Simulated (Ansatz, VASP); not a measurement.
Two plane-wave programs on PbO

```
Pb O
1.0
     3.98796    0.00000    0.00000
     0.00000    3.98796    0.00000
     0.00000    0.00000    5.07534
Pb O
2 2
Cartesian
  1.9940 0.0000 1.1843
  0.0000 1.9940 3.8911
  0.0000 0.0000 0.0000
  1.9940 1.9940 0.0000
```

Alike in both runs: task single point; functional PBEsol; k mesh 8 × 8 × 6; occupations gaussian, width 0.02 eV; no spin polarisation.

|  | VASP | Ansatz |
| --- | --- | --- |
| version | VASP 6.6.1 | Ansatz 0.2.0 |
| potentials or method | VASP PAW PBE potentials, release 64 (Pb_d, O), cutoff 600 eV | scalar-relativistic, plane waves, PAW |
| valence electrons in the cell | 40 | 40 |

```csv
,VASP,Ansatz,Ansatz less VASP
gap on the k mesh at the Fermi level (eV),1.24,1.23,-0.006
pressure (GPa),0.1,0.0,-0.06
rms of the force components (eV/Å),0.017,0.001,-0.0157
```

VASP's potentials were made for PBE, not for PBEsol. Atom by atom the forces differ by 0.017 eV/Å (rms over components).

Neither program's run includes spin-orbit coupling.
